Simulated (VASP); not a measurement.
# C10N in VASP: further runs

Runs on C10N. Level: PBE. Tasks: single point.

Everything below comes from runs of VASP 6.6.1. Logs are shortened: lines on timing, memory, paths and dates and some standing lists are left out, and cuts for length are marked.

## 1. The cell of the first run

The cell holds a wire or tube with vacuum around it, 11 atoms: a = 4.272 Å, b = 8.872 Å, c = 20.279 Å, α = 90.00°, β = 90.00°, γ = 103.93°.

## 2. Single point, PBE

Input file INCAR:

```
ALGO     = Normal         # electronic algorithm
DIPOL    = 0.5 0.5 0.332
EDIFF    = 1E-6           # SCF threshold, eV
ENCUT    = 520            # plane-wave cutoff, eV
GGA      = PE             # functional
IDIPOL   = 3            
ISIF     = 2              # what is computed and relaxed
ISMEAR   = 0              # smearing method
LASPH    = True           # aspherical terms in the spheres
LCHARG   = False          # write CHGCAR
LDIPOL   = True         
LREAL    = False          # projectors in reciprocal space
LWAVE    = False          # write WAVECAR
NBANDS   = 34             # bands
NELM     = 80             # most SCF steps
PREC     = Accurate       # precision mode
SIGMA    = 0.1            # smearing width, eV
```

Input file KPOINTS:

```
k-points
0
Gamma
  7 3 1
```

Input file POSCAR:

```
C10N
1.0
    4.2718357705      0.0000000000      0.0000000000
   -2.1359178852      8.6110540228      0.0000000000
    0.0000000000      0.0000000000     20.2788015587
C N
10 1
Direct
    0.1564123854      0.9794914374      0.1972503152
    0.8230790520      0.9794914374      0.1972503152
    0.6461581041      0.9589828748      0.2574344417
    0.3128247708      0.9589828748      0.2574344417
    0.1338042381      0.9383827998      0.3175270229
    0.8045779070      0.9383826011      0.3175270277
    0.6222260717      0.9176686260      0.3778997877
    0.2954419668      0.9176686383      0.3778996956
    0.0947392598      0.8987954532      0.4329047980
    0.8040521936      0.8987947219      0.4329053437
    0.3447392598      0.8987954532      0.4848103657
```

Potentials or basis: VASP PAW PBE potentials, release 64 (C, N).

Run with:

```bash
> cat potpaw_PBE.64/C/POTCAR potpaw_PBE.64/N/POTCAR > POTCAR
> mpirun -np 1 vasp_std > vasp.out
```

OUTCAR:

```text
EDIFF = 1E-6
   ENCUT = 520
   GGA = PE
   ISIF = 2
   ISMEAR = 0
   LASPH = True
   LREAL = False
   NELM = 80
   PREC = Accurate

 ion  position               nearest neighbor table
   1  0.156  0.979  0.197-   2 1.42   4 1.42
   2  0.823  0.979  0.197-   3 1.42   1 1.42
   3  0.646  0.959  0.257-   4 1.42   2 1.42   6 1.43
   4  0.313  0.959  0.257-   3 1.42   1 1.42   5 1.43
   5  0.134  0.938  0.318-   6 1.41   4 1.43   8 1.44
   6  0.805  0.938  0.318-   5 1.41   3 1.43   7 1.44
   7  0.622  0.918  0.378-  10 1.39   8 1.40   6 1.44
   8  0.295  0.918  0.378-   9 1.39   7 1.40   5 1.44
   9  0.095  0.899  0.433-  10 1.24   8 1.39  11 1.50
  10  0.804  0.899  0.433-   9 1.24   7 1.39
  11  0.345  0.899  0.485-   9 1.50

  LATTYP: Found a base centered orthorhombic cell.
 ALAT       =     4.2718357705
 B/A-ratio  =     4.0315473185
 C/A-ratio  =     4.7470929708

  Lattice vectors:

 A1 = (   2.1359178852,  -8.6110540228,   0.0000000000)
 A2 = (   2.1359178853,   8.6110540228,   0.0000000000)
 A3 = (   0.0000000000,   0.0000000000,  20.2788015587)

Analysis of symmetry for initial positions (statically):
=====================================================================
 Subroutine PRICEL returns:
 Original cell was already a primitive cell.

 Routine SETGRP: Setting up the symmetry group for a
 base centered orthorhombic supercell.

 Subroutine GETGRP returns: Found  1 space group operations
 (whereof  1 operations were pure point group operations)
 out of a pool of  8 trial point group operations.

The static configuration has the point symmetry C_1 .

Analysis of symmetry for dynamics (positions and initial velocities):
=====================================================================
 Subroutine PRICEL returns:
 Original cell was already a primitive cell.

 Routine SETGRP: Setting up the symmetry group for a
 base centered orthorhombic supercell.

 Subroutine GETGRP returns: Found  1 space group operations
 (whereof  1 operations were pure point group operations)
 out of a pool of  8 trial point group operations.

The dynamic configuration has the point symmetry C_1 .

 Subroutine INISYM returns: Found  1 space group operations
 (whereof  1 operations are pure point group operations),
 and found     1 'primitive' translations

----------------------------------------------------------------------------------------

                                     Primitive cell

  volume of cell :     745.9559

  direct lattice vectors                    reciprocal lattice vectors
     4.271835771  0.000000000  0.000000000     0.234091396  0.058064901  0.000000000
    -2.135917885  8.611054023  0.000000000     0.000000000  0.116129802  0.000000000
     0.000000000  0.000000000 20.278801559     0.000000000  0.000000000  0.049312579

  length of vectors
     4.271835771  8.872000710 20.278801559     0.241185229  0.116129802  0.049312579

  position of ions in fractional coordinates (direct lattice)
     0.156412385  0.979491437  0.197250315
     0.823079052  0.979491437  0.197250315
     0.646158104  0.958982875  0.257434442
     0.312824771  0.958982875  0.257434442
     0.133804238  0.938382800  0.317527023
     0.804577907  0.938382601  0.317527028
     0.622226072  0.917668626  0.377899788
     0.295441967  0.917668638  0.377899696
     0.094739260  0.898795453  0.432904798
     0.804052194  0.898794722  0.432905344
     0.344739260  0.898795453  0.484810366

  ion indices of the primitive-cell ions
   primitive index   ion index
                 1           1
                 2           2
                 3           3
                 4           4
                 5           5
                 6           6
                 7           7
                 8           8
                 9           9
                10          10
                11          11

----------------------------------------------------------------------------------------

[... 34 lines left out ...]
|     Results are often still useful ...                                      |
|                                                                             |
 -----------------------------------------------------------------------------

 WARNING: IBZKPT: internal override: KBLOWUP is changed to .FALSE.
      ... skipping the blow-up phase ...

 Subroutine IBZKPT returns following result:
 ===========================================

 Found     11 irreducible k-points:

 Following reciprocal coordinates:
            Coordinates               Weight
  0.000000  0.000000  0.000000      1.000000
  0.142857  0.000000  0.000000      2.000000
  0.285714  0.000000  0.000000      2.000000
  0.428571 -0.000000  0.000000      2.000000
  0.000000  0.333333  0.000000      2.000000
  0.142857  0.333333  0.000000      2.000000
  0.285714  0.333333  0.000000      2.000000
  0.428571  0.333333  0.000000      2.000000
 -0.428571  0.333333  0.000000      2.000000
 -0.285714  0.333333  0.000000      2.000000
 -0.142857  0.333333  0.000000      2.000000
   k-points           NKPTS =     11   k-points in BZ     NKDIM =     11   number of bands    NBANDS=     34
   number of dos      NEDOS =    301   number of ions     NIONS =     11
   total plane-waves  NPLWV = 358400
   dimension x,y,z NGX =    32 NGY =   70 NGZ =  160
   dimension x,y,z NGXF=    64 NGYF=  140 NGZF=  320
   ions per type =              10   1
   NGX,Y,Z   is equivalent  to a cutoff of  12.45, 13.12, 13.12 a.u.
   NGXF,Y,Z  is equivalent  to a cutoff of  24.91, 26.23, 26.23 a.u.
 SYSTEM =  unknown system
   PREC   = accura    normal or accurate (medium, high low for compatibility)
   ISTART =      0    job   : 0-new  1-cont  2-samecut
   ICHARG =      2    charge: 1-file 2-atom 10-const
   ISPIN  =      1    spin polarized calculation?
   LNONCOLLINEAR =      F non collinear calculations
   LSORBIT =      F    spin-orbit coupling
   LASPH  =      T    aspherical Exc in radial PAW
   ENCUT  =  520.0 eV  38.22 Ry    6.18 a.u.   7.94 16.50 37.71*2*pi/ulx,y,z
   NELM   =     80;   NELMIN=  2; NELMDL= -5     # of ELM steps
   EDIFF  = 0.1E-05   stopping-criterion for ELM
   LREAL  =      F    real-space projection
   EDIFFG = 0.1E-04   stopping-criterion for IOM
   NSW    =      0    number of steps for IOM
   IBRION =     -1    ionic relax: 0-MD 1-quasi-New 2-CG
   NFREE  =      0    steps in history (QN), initial steepest desc. (CG)
   ISIF   =      2    stress and relaxation
   ISYM   =      2    0-nonsym 1-usesym 2-fastsym
   POTIM  = 0.5000    time-step for ionic-motion
   TEBEG  =    0.0;   TEEND  =   0.0 temperature during run
   PSTRESS=    0.0 pullay stress
   NELECT =      45.0000    total number of electrons
   NUPDOWN=      -1.0000    fix difference up-down
   EMIN   =  10.00;   EMAX   =-10.00  energy-range for DOS
   EFERMI =   0.00;   METHOD = LEGACY
   ISMEAR =     0;   SIGMA  =   0.10  broadening in eV -4-tet -1-fermi 0-gaus
   EFERMI_NEDOS =   21; number of points for ismear=-14 and -15
   IALGO  =     38    algorithm
   IMIX   =      4    mixing-type and parameters
     AMIX     =   0.40;   BMIX     =  1.00
     AMIX_MAG =   1.60;   BMIX_MAG =  1.00
  volume/ion in A,a.u.               =      67.81       457.63
  Fermi-wavevector in a.u.,A,eV,Ry     =   0.642059  1.213315  5.608854  0.412239
  Thomas-Fermi vector in A             =   1.708603
   LORBIT       =      0    0 simple, 1 ext, 2 COOP (PROOUT), +10 PAW based schemes
   GGA     = PE    functional components
   LHFCALC =     F    Hartree Fock is set to
   AEXX    =    0.0000 exact exchange contribution
   IVDW    =     0    specifies the selected vdW correction
   LEPSILON=     F    determine dielectric tensor
   LRPA    =     F    only Hartree local field effects (RPA)
 non-spin polarized calculation
 Gauss-broadening in eV      SIGMA  =   0.10
  energy-cutoff  :      520.00
  volume of cell :      745.96
 maximum number of plane-waves:     20148
   NGX = 15   NGY = 33   NGZ = 75

 dipolmoment           0.000000      0.000000     -0.160672 electrons x Angstroem

 number of electron      45.0000000 magnetization

 dipolmoment           0.000000      0.000000      0.116471 electrons x Angstroem

 Free energy of the ion-electron system (eV)
  ---------------------------------------------------
  ext. energy  EPLUGINS =         0.00000000
  ---------------------------------------------------
  free energy    TOTEN  =       -88.23137617 eV

  energy without entropy =      -88.21566253  energy(sigma->0) =      -88.22351935

 E-fermi :  -4.8317     XC(G=0):  -2.1254

 val. band max:       -4.8765404189   @ k =   0.2857   0.0000   0.0000
 cond. band min:      -4.6763319015   @ k =   0.4286  -0.0000   0.0000
 fundamental gap:      0.2002085174
 Fermi energy:        -4.8317440803

 k-point     1 :       0.0000    0.0000    0.0000
  band No.  band energies     occupation
      1     -23.6349      2.00000
      2     -22.0797      2.00000
      3     -19.8471      2.00000
      4     -18.5235      2.00000
      5     -17.8937      2.00000
      6     -17.3422      2.00000
[... 396 lines left out ...]
     33       2.0122      0.00000
     34       2.3098      0.00000

------------------------ aborting loop because EDIFF is reached ----------------------------------------

 vacuum level on the upper side and lower side of the slab       (xc-potential included)         0.274        -0.285

  FORCE on cell =-STRESS in cart. coord.  units (eV):
  Direction    XX          YY          ZZ          XY          YZ          ZX
  --------------------------------------------------------------------------------------
  -------------------------------------------------------------------------------------
  Total       -7.3249944     -0.0037326      4.4953461      0.2734840     -0.6652262     -3.3872981
  in kB      -15.7327534     -0.0080170      9.6551843      0.5873937     -1.4287847     -7.2752991
  external PRESSURE =      -2.0285287 kB  Pullay stress =       0.0000000 kB

 VOLUME and BASIS-vectors are now :
 -----------------------------------------------------------------------------
  energy-cutoff  :      520.00
  volume of cell :      745.96
      direct lattice vectors                 reciprocal lattice vectors
     4.271835771  0.000000000  0.000000000     0.234091396  0.058064901  0.000000000
    -2.135917885  8.611054023  0.000000000     0.000000000  0.116129802  0.000000000
     0.000000000  0.000000000 20.278801559     0.000000000  0.000000000  0.049312579

 POSITION                                       TOTAL-FORCE (eV/Angst)
 -----------------------------------------------------------------------------------
     -1.42395      8.43445      4.00000        -7.255026     -0.181783      1.276968
      1.42395      8.43445      4.00000         7.380067     -0.108951      1.067508
      0.71197      8.25785      5.22046        -0.300071      0.060245     -0.856653
     -0.71197      8.25785      5.22046         0.485403      0.198860     -1.538498
     -1.43272      8.08046      6.43907         0.567029      0.005350      0.156100
      1.43272      8.08046      6.43907        -0.554398      0.093161     -0.760838
      0.69798      7.90209      7.66335         1.345960      0.053584     -0.783222
     -0.69799      7.90209      7.66335        -0.816103      0.409578     -4.399347
     -1.51504      7.73958      8.77879        11.879225     -0.138356      5.515420
      1.51503      7.73957      8.77880       -11.300002     -0.023949      0.263798
     -0.44708      7.73958      9.83137        -1.432085     -0.367739      0.058763
 -----------------------------------------------------------------------------------
    total drift:                                0.000030     -0.000297     -0.000051

  FREE ENERGIE OF THE ION-ELECTRON SYSTEM (eV)
  ---------------------------------------------------
  free  energy   TOTEN  =       -88.2313761739 eV

  energy  without entropy=      -88.2156625257  energy(sigma->0) =      -88.22351935

 vacuum level on the upper side and lower side of the slab         1.753         1.180
```

Run time: 5.5 min. Hardware: 1 thread of Intel Xeon 6975P-C (Granite Rapids), shared host; peak memory 0.79 GiB.

Results:

| Item | Value |
| --- | --- |
| Free energy | -88.2314 eV |
| Largest force | 13.098 eV/Å |
| Band gap on the k mesh | zero (an odd number of electrons rules out a gap without spin polarisation) |

Forces on the atoms (eV/Å):
```
C    -7.255  -0.182   1.277
C     7.380  -0.109   1.068
C    -0.300   0.060  -0.857
C     0.485   0.199  -1.538
C     0.567   0.005   0.156
C    -0.554   0.093  -0.761
C     1.346   0.054  -0.783
C    -0.816   0.410  -4.399
C    11.879  -0.138   5.515
C   -11.300  -0.024   0.264
N    -1.432  -0.368   0.059
```

## 3. Single point, PBE

Input file INCAR:

```
SYSTEM = C10N
ALGO = Normal
DIPOL = 0.5 0.5 0.328
EDIFF = 1E-6
ENCUT = 520
GGA = PE
IDIPOL = 3
ISIF = 2
ISMEAR = 0
LASPH = .TRUE.
LCHARG = .FALSE.
LDIPOL = .TRUE.
LREAL = .FALSE.
LWAVE = .FALSE.
NBANDS = 34
NELM = 60
PREC = Accurate
SIGMA = 0.1
```

Input file KPOINTS:

```
k-points
0
G
  7 3 1
  0 0 0
```

Edit POSCAR of step 2 so:

```diff
@@ -18,2 +18,2 @@
     0.8040521936      0.8987947219      0.4329053437
-    0.3447392598      0.8987954532      0.4848103657
+    0.0947392598      1.6487954532      0.4397515207
```

Potentials or basis: VASP PAW PBE potentials, release 64 (C, N).

Run with:

```bash
> cat potpaw_PBE.64/C/POTCAR potpaw_PBE.64/N/POTCAR > POTCAR
> mpirun -np 1 vasp_std > vasp.out
```

Run time: 5.8 min. Hardware: 1 thread of Intel Xeon 6975P-C (Granite Rapids), shared host; peak memory 0.76 GiB.

The run converged. Its results:

```yaml
Free_energy: -84.0605 eV
Largest_force: 6.961 eV/Å
Band_gap_on_the_k_mesh: zero (an odd number of electrons rules out a gap without spin polarisation)
```

Forces on the atoms (eV/Å):
```
C   -6.780 -0.098  1.149
C    6.869 -0.251  1.099
C   -0.258  0.204 -0.960
C    0.275  0.147 -1.165
C    0.177  0.126 -0.050
C   -0.035 -0.050 -0.316
C    0.133  0.055  0.318
C    0.217  0.297 -0.934
C    2.410 -2.780  0.927
C   -2.660 -0.097 -0.075
N   -0.347  2.447  0.008
```

Levels at points of the mesh, in eV from the Fermi level:
```csv
k point,band 19,band 20,band 21,band 22,band 23,band 24,band 25,band 26,band 27,band 28
"(0.00, 0.00, 0.00)",-1.28,-1.12,-0.33,-0.08,0.08,0.79,1.16,1.41,1.96,2.50
```

## 4. Single point, PBE

Input file INCAR:

```
PREC = Accurate
ENCUT = 520
EDIFF = 1E-7
ISMEAR = 0
SIGMA = 0.1
LREAL = False
LASPH = True
NELM = 60
ALGO = Normal
ISIF = 2
LWAVE = False
LCHARG = False
LDIPOL = True
IDIPOL = 3
DIPOL = 0.5 0.5 0.322
GGA = PE
NBANDS = 34
```

Input file KPOINTS:

```
regular mesh
0
Gamma
  7 3 1
```

Edit POSCAR of step 3 so:

```diff
@@ -18,2 +18,2 @@
     0.8040521936      0.8987947219      0.4329053437
-    0.0947392598      1.6487954532      0.4397515207
+    0.3447392598      1.3987954532      0.3774598843
```

Run with:

```bash
> cat potpaw_PBE.64/C/POTCAR potpaw_PBE.64/N/POTCAR > POTCAR
> mpirun -np 1 vasp_std > vasp.out
```

Run time: 8.3 min. Hardware: 1 thread of Intel Xeon 6975P-C (Granite Rapids), shared host; peak memory 0.77 GiB.

Results (log left out):

| Quantity | Value |
| --- | --- |
| Free energy | -83.0587 eV |
| Largest force | 7.342 eV/Å |
| Band gap on the k mesh | zero (an odd number of electrons rules out a gap without spin polarisation) |

Forces on the atoms (eV/Å):
```
C   -7.233 -0.179  1.247
C    7.233 -0.180  1.247
C   -0.466  0.174 -1.206
C    0.467  0.173 -1.206
C   -0.081  0.013 -0.045
C    0.080  0.010 -0.044
C   -0.043 -0.013  0.068
C    0.043 -0.006  0.071
C   -0.121  0.010 -0.061
C    0.122  0.006 -0.061
N    0.000 -0.009 -0.008
```

Levels at points of the mesh, in eV from the Fermi level:
```tsv
k point	band 20	band 21	band 22	band 23	band 24	band 25
(0.00, 0.00, 0.00)	-0.68	-0.03	-0.03	0.17	0.79	1.28
```

## 5. Summary

| cell | gap on the mesh (eV) | largest force (eV/Å) |
| --- | --- | --- |
| as given, atomic positions A | none | 13.10 |
| as given, atomic positions B | none | 6.96 |
| as given, atomic positions C | none | 7.34 |

Alike in all rows: task single point; level PBE; potentials or basis VASP PAW PBE potentials, release 64 (C, N); no spin polarisation; k mesh 7 × 3 × 1; cutoff (eV) 520; smearing gaussian 0.1 eV.

Total energies depend on the potentials used, so only differences within one code and one set of settings carry meaning.

The gap in the log of VASP goes by the Fermi energy; the results here count the filled bands.